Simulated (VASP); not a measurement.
# NbCd3 (Pm-3m) in VASP: further runs

Runs on NbCd3. Level: r2SCAN. Tasks: single point.

Program: VASP 6.6.1. These are calculated values, not measurements. Logs are shortened: lines on timing, memory, paths and dates and some standing lists are left out, and cuts for length are marked.

**1. The cell of the first run**

Symmetry: Pm-3m, No. 221, cubic system. The conventional cell has a = 4.215 Å, b = 4.215 Å, c = 4.215 Å, α = 90.00°, β = 90.00°, γ = 90.00°. Within 3.9 Å of Nb (site symmetry m-3m) lie 12 Cd at 2.98 Å. Within 3.9 Å of Cd (site symmetry 4/mmm) lie 4 Nb at 2.98 Å and 8 Cd at 2.98 Å.

**2. Single point, r2SCAN**

The input, POSCAR:

```
NbCd3
1.0
    4.2150000000      0.0000000000      0.0000000000
    0.0000000000      4.2150000000      0.0000000000
    0.0000000000      0.0000000000      4.2150000000
Nb Cd
1 3
Direct
    0.0000000000      0.0000000000      0.0000000000
    0.0000000000      0.5000000000      0.5000000000
    0.5000000000      0.0000000000      0.5000000000
    0.5000000000      0.5000000000      0.0000000000
```

The input, INCAR.step1:

```
SYSTEM = NbCd3
PREC = Accurate
ENCUT = 520
ISMEAR = 0
SIGMA = 0.1
LREAL = .False.
LASPH = .True.
NELM = 100
NBANDS = 32
GGA = PE
ALGO = Normal
EDIFF = 1E-4
LWAVE = .True.
LCHARG = .False.
```

The input, INCAR.step2:

```
SYSTEM = NbCd3
PREC = Accurate
ENCUT = 520
EDIFF = 1E-6
ISMEAR = 0
SIGMA = 0.1
LREAL = .False.
LASPH = .True.
NELM = 100
ALGO = Normal
ISIF = 2
LWAVE = .False.
LCHARG = .False.
METAGGA = R2SCAN
LMIXTAU = .True.
NBANDS = 32
ISTART = 1
```

The input, KPOINTS:

```
regular mesh
0
Gamma
  4 4 4
  0 0 0
```

Potentials or basis: VASP PAW PBE potentials, release 64 (Nb_sv, Cd).

The run is started by

```console
$ cat potpaw_PBE.64/Nb_sv/POTCAR potpaw_PBE.64/Cd/POTCAR > POTCAR
$ cp INCAR.step1 INCAR
$ mpirun -np 1 vasp_std > vasp.out
$ cp INCAR.step2 INCAR
$ mpirun -np 1 vasp_std > vasp.out
```

OUTCAR:

```text
SYSTEM = NbCd3
   PREC = Accurate
   ENCUT = 520
   EDIFF = 1E-6
   ISMEAR = 0
   LREAL = .False.
   LASPH = .True.
   NELM = 100
   ISIF = 2
   METAGGA = R2SCAN
   ISTART = 1

 ion  position               nearest neighbor table
   1  0.000  0.000  0.000-   2 2.98   3 2.98   4 2.98   2 2.98   3 2.98   2 2.98   4 2.98   2 2.98
                             3 2.98   4 2.98   3 2.98   4 2.98
   2  0.000  0.500  0.500-   1 2.98   3 2.98   4 2.98   1 2.98   4 2.98   1 2.98   3 2.98   1 2.98
                             3 2.98   4 2.98   4 2.98   3 2.98
   3  0.500  0.000  0.500-   1 2.98   2 2.98   4 2.98   1 2.98   4 2.98   2 2.98   4 2.98   4 2.98
                             1 2.98   2 2.98   1 2.98   2 2.98
   4  0.500  0.500  0.000-   1 2.98   2 2.98   3 2.98   2 2.98   3 2.98   1 2.98   3 2.98   3 2.98
                             1 2.98   2 2.98   2 2.98   1 2.98

  LATTYP: Found a simple cubic cell.
 ALAT       =     4.2150000000

  Lattice vectors:

 A1 = (   4.2150000000,   0.0000000000,   0.0000000000)
 A2 = (   0.0000000000,   4.2150000000,   0.0000000000)
 A3 = (   0.0000000000,   0.0000000000,   4.2150000000)

Analysis of symmetry for initial positions (statically):
=====================================================================
 Subroutine PRICEL returns:
 Original cell was already a primitive cell.

 Routine SETGRP: Setting up the symmetry group for a
 simple cubic supercell.

 Subroutine GETGRP returns: Found 48 space group operations
 (whereof 48 operations were pure point group operations)
 out of a pool of 48 trial point group operations.

The static configuration has the point symmetry O_h .

Analysis of symmetry for dynamics (positions and initial velocities):
=====================================================================
 Subroutine PRICEL returns:
 Original cell was already a primitive cell.

 Routine SETGRP: Setting up the symmetry group for a
 simple cubic supercell.

 Subroutine GETGRP returns: Found 48 space group operations
 (whereof 48 operations were pure point group operations)
 out of a pool of 48 trial point group operations.

The dynamic configuration has the point symmetry O_h .

 Subroutine INISYM returns: Found 48 space group operations
 (whereof 48 operations are pure point group operations),
 and found     1 'primitive' translations

----------------------------------------------------------------------------------------

                                     Primitive cell

  volume of cell :      74.8846

  direct lattice vectors                    reciprocal lattice vectors
     4.215000000  0.000000000  0.000000000     0.237247924  0.000000000  0.000000000
     0.000000000  4.215000000  0.000000000     0.000000000  0.237247924  0.000000000
     0.000000000  0.000000000  4.215000000     0.000000000  0.000000000  0.237247924

  length of vectors
     4.215000000  4.215000000  4.215000000     0.237247924  0.237247924  0.237247924

  position of ions in fractional coordinates (direct lattice)
     0.000000000  0.000000000  0.000000000
     0.000000000  0.500000000  0.500000000
     0.500000000  0.000000000  0.500000000
     0.500000000  0.500000000  0.000000000

  ion indices of the primitive-cell ions
   primitive index   ion index
                 1           1
                 2           2
                 3           3
                 4           4

----------------------------------------------------------------------------------------

 KPOINTS: regular mesh

Automatic generation of k-mesh.
 Grid dimensions read from file:
 generate k-points for:    4    4    4

 Generating k-lattice:

  Cartesian coordinates                     Fractional coordinates (reciprocal lattice)
     0.059311981  0.000000000  0.000000000     0.250000000  0.000000000  0.000000000
     0.000000000  0.059311981  0.000000000     0.000000000  0.250000000  0.000000000
     0.000000000  0.000000000  0.059311981     0.000000000  0.000000000  0.250000000

  Length of vectors
     0.059311981  0.059311981  0.059311981

  Shift w.r.t. Gamma in fractional coordinates (k-lattice)
     0.000000000  0.000000000  0.000000000

 Subroutine IBZKPT returns following result:
 ===========================================

 Found     10 irreducible k-points:

 Following reciprocal coordinates:
            Coordinates               Weight
  0.000000  0.000000  0.000000      1.000000
  0.250000  0.000000  0.000000      6.000000
  0.500000  0.000000  0.000000      3.000000
  0.250000  0.250000  0.000000     12.000000
  0.500000  0.250000  0.000000     12.000000
  0.500000  0.500000  0.000000      3.000000
  0.250000  0.250000  0.250000      8.000000
  0.500000  0.250000  0.250000     12.000000
  0.500000  0.500000  0.250000      6.000000
  0.500000  0.500000  0.500000      1.000000
   k-points           NKPTS =     10   k-points in BZ     NKDIM =     10   number of bands    NBANDS=     32
   number of dos      NEDOS =    301   number of ions     NIONS =      4
   total plane-waves  NPLWV =  32768
   dimension x,y,z NGX =    32 NGY =   32 NGZ =   32
   dimension x,y,z NGXF=    64 NGYF=   64 NGZF=   64
   ions per type =               1   3
   NGX,Y,Z   is equivalent  to a cutoff of  12.62, 12.62, 12.62 a.u.
   NGXF,Y,Z  is equivalent  to a cutoff of  25.24, 25.24, 25.24 a.u.
 SYSTEM =  NbCd3
   PREC   = accura    normal or accurate (medium, high low for compatibility)
   ISTART =      1    job   : 0-new  1-cont  2-samecut
   ICHARG =      0    charge: 1-file 2-atom 10-const
   ISPIN  =      1    spin polarized calculation?
   LNONCOLLINEAR =      F non collinear calculations
   LSORBIT =      F    spin-orbit coupling
   LASPH  =      T    aspherical Exc in radial PAW
   ENCUT  =  520.0 eV  38.22 Ry    6.18 a.u.   7.84  7.84  7.84*2*pi/ulx,y,z
   NELM   =    100;   NELMIN=  2; NELMDL=  0     # of ELM steps
   EDIFF  = 0.1E-05   stopping-criterion for ELM
   LREAL  =      F    real-space projection
   EDIFFG = 0.1E-04   stopping-criterion for IOM
   NSW    =      0    number of steps for IOM
   IBRION =     -1    ionic relax: 0-MD 1-quasi-New 2-CG
   NFREE  =      0    steps in history (QN), initial steepest desc. (CG)
   ISIF   =      2    stress and relaxation
   ISYM   =      2    0-nonsym 1-usesym 2-fastsym
   POTIM  = 0.5000    time-step for ionic-motion
   TEBEG  =    0.0;   TEEND  =   0.0 temperature during run
   PSTRESS=    0.0 pullay stress
   NELECT =      49.0000    total number of electrons
   NUPDOWN=      -1.0000    fix difference up-down
   EMIN   =  10.00;   EMAX   =-10.00  energy-range for DOS
   EFERMI =   0.00;   METHOD = LEGACY
   ISMEAR =     0;   SIGMA  =   0.10  broadening in eV -4-tet -1-fermi 0-gaus
   EFERMI_NEDOS =   21; number of points for ismear=-14 and -15
   IALGO  =     38    algorithm
   IMIX   =      4    mixing-type and parameters
     AMIX     =   0.40;   BMIX     =  1.00
     AMIX_MAG =   1.60;   BMIX_MAG =  1.00
  volume/ion in A,a.u.               =      18.72       126.34
  Fermi-wavevector in a.u.,A,eV,Ry     =   1.421268  2.685807 27.483802  2.020002
  Thomas-Fermi vector in A             =   2.542096
   LORBIT       =      0    0 simple, 1 ext, 2 COOP (PROOUT), +10 PAW based schemes
   METAGGA = R2SCAN    functional components
   LHFCALC =     F    Hartree Fock is set to
   AEXX    =    0.0000 exact exchange contribution
   IVDW    =     0    specifies the selected vdW correction
   LEPSILON=     F    determine dielectric tensor
   LRPA    =     F    only Hartree local field effects (RPA)
 non-spin polarized calculation
 Gauss-broadening in eV      SIGMA  =   0.10
  energy-cutoff  :      520.00
  volume of cell :       74.88
 maximum number of plane-waves:      2040
 NGX is ok and might be reduce to    32
   NGX = 15   NGY = 15   NGZ = 15

 number of electron      49.0000040 magnetization

 Free energy of the ion-electron system (eV)
  ---------------------------------------------------
  ext. energy  EPLUGINS =         0.00000000
  ---------------------------------------------------
  free energy    TOTEN  =       -84.63326167 eV

  energy without entropy =      -84.62536645  energy(sigma->0) =      -84.62931406

 E-fermi :   5.3935     XC(G=0): -12.9189

 val. band max:        5.3879583527   @ k =   0.0000   0.0000   0.0000
 cond. band min:       5.4778566649   @ k =   0.5000   0.2500   0.0000
 fundamental gap:      0.0898983122
 Fermi energy:         5.3935102775

 k-point     1 :       0.0000    0.0000    0.0000
  band No.  band energies     occupation
      1     -51.5068      2.00000
      2     -26.8690      2.00000
      3     -26.8690      2.00000
      4     -26.8690      2.00000
      5      -4.9405      2.00000
      6      -4.7403      2.00000
[... 24 lines left out ...]
     31      11.5877      0.00000
     32      13.2711      0.00000

 k-point     2 :       0.2500    0.0000    0.0000
  band No.  band energies     occupation
      1     -51.5064      2.00000
      2     -26.8818      2.00000
      3     -26.8695      2.00000
      4     -26.8695      2.00000
      5      -4.7313      2.00000
      6      -4.6563      2.00000
[... 24 lines left out ...]
     31      12.9187      0.00000
     32      12.9187      0.00000

 k-point     3 :       0.5000    0.0000    0.0000
  band No.  band energies     occupation
      1     -51.5059      2.00000
      2     -26.8947      2.00000
      3     -26.8701      2.00000
      4     -26.8701      2.00000
      5      -4.5520      2.00000
      6      -4.4443      2.00000
[... 24 lines left out ...]
     31      10.8680      0.00000
     32      11.0579      0.00000

 k-point     4 :       0.2500    0.2500    0.0000
  band No.  band energies     occupation
      1     -51.5060      2.00000
      2     -26.8824      2.00000
      3     -26.8797      2.00000
      4     -26.8701      2.00000
      5      -4.5944      2.00000
      6      -4.5220      2.00000
[... 24 lines left out ...]
     31      12.7039      0.00000
     32      13.7779      0.00000

 k-point     5 :       0.5000    0.2500    0.0000
  band No.  band energies     occupation
      1     -51.5056      2.00000
      2     -26.8925      2.00000
      3     -26.8802      2.00000
      4     -26.8706      2.00000
      5      -4.4023      2.00000
      6      -4.3138      2.00000
[... 24 lines left out ...]
     31      11.4279      0.00000
     32      13.0190      0.00000

 k-point     6 :       0.5000    0.5000    0.0000
  band No.  band energies     occupation
      1     -51.5053      2.00000
      2     -26.8903      2.00000
      3     -26.8903      2.00000
      4     -26.8710      2.00000
      5      -4.2529      2.00000
      6      -4.2529      2.00000
[... 24 lines left out ...]
     31      12.0613      0.00000
     32      12.8069      0.00000

 k-point     7 :       0.2500    0.2500    0.2500
  band No.  band energies     occupation
      1     -51.5057      2.00000
      2     -26.8828      2.00000
      3     -26.8788      2.00000
      4     -26.8788      2.00000
      5      -4.6227      2.00000
      6      -4.3693      2.00000
[... 24 lines left out ...]
     31      10.6090      0.00000
     32      14.4367      0.00000

 k-point     8 :       0.5000    0.2500    0.2500
  band No.  band energies     occupation
      1     -51.5054      2.00000
      2     -26.8903      2.00000
      3     -26.8806      2.00000
      4     -26.8780      2.00000
      5      -4.5049      2.00000
      6      -4.3337      2.00000
[... 24 lines left out ...]
     31      12.0511      0.00000
     32      13.4932      0.00000

 k-point     9 :       0.5000    0.5000    0.2500
  band No.  band energies     occupation
      1     -51.5051      2.00000
      2     -26.8880      2.00000
      3     -26.8880      2.00000
      4     -26.8784      2.00000
      5      -4.4231      2.00000
      6      -4.4231      2.00000
[... 24 lines left out ...]
     31      10.4882      0.00000
     32      11.2096      0.00000

 k-point    10 :       0.5000    0.5000    0.5000
  band No.  band energies     occupation
      1     -51.5049      2.00000
      2     -26.8857      2.00000
      3     -26.8857      2.00000
      4     -26.8857      2.00000
      5      -4.6012      2.00000
      6      -4.5927      2.00000
[... 24 lines left out ...]
     31       9.7753      0.00000
     32       9.7753      0.00000

------------------------ aborting loop because EDIFF is reached ----------------------------------------

  FORCE on cell =-STRESS in cart. coord.  units (eV):
  Direction    XX          YY          ZZ          XY          YZ          ZX
  --------------------------------------------------------------------------------------
  -------------------------------------------------------------------------------------
  Total        2.4564464      2.4564464      2.4564464     -0.0000000     -0.0000000     -0.0000000
  in kB       52.5563420     52.5563420     52.5563420     -0.0000000     -0.0000000     -0.0000000
  external PRESSURE =      52.5563420 kB  Pullay stress =       0.0000000 kB

 VOLUME and BASIS-vectors are now :
 -----------------------------------------------------------------------------
  energy-cutoff  :      520.00
  volume of cell :       74.88
      direct lattice vectors                 reciprocal lattice vectors
     4.215000000  0.000000000  0.000000000     0.237247924  0.000000000  0.000000000
     0.000000000  4.215000000  0.000000000     0.000000000  0.237247924  0.000000000
     0.000000000  0.000000000  4.215000000     0.000000000  0.000000000  0.237247924

 POSITION                                       TOTAL-FORCE (eV/Angst)
 -----------------------------------------------------------------------------------
      0.00000      0.00000      0.00000         0.000000      0.000000      0.000000
      0.00000      2.10750      2.10750         0.000000      0.000000      0.000000
      2.10750      0.00000      2.10750         0.000000      0.000000      0.000000
      2.10750      2.10750      0.00000         0.000000      0.000000      0.000000
 -----------------------------------------------------------------------------------
    total drift:                                0.000000     -0.000000     -0.000000

  FREE ENERGIE OF THE ION-ELECTRON SYSTEM (eV)
  ---------------------------------------------------
  free  energy   TOTEN  =       -84.6332616732 eV

  energy  without entropy=      -84.6253664491  energy(sigma->0) =      -84.62931406
```

Wall time 31 s (1 thread of Intel Xeon 6975P-C (Granite Rapids), shared host); peak memory 0.19 GiB.

Results:

```
Free energy : -84.6333 eV
Pressure    : 5.3 GPa
```

Caveat: the k points lie up to 0.37 Å⁻¹ apart; the PAW data sets were made with another functional, which shifts forces and pressure a little.

(Part 1 of 2 ends here.)
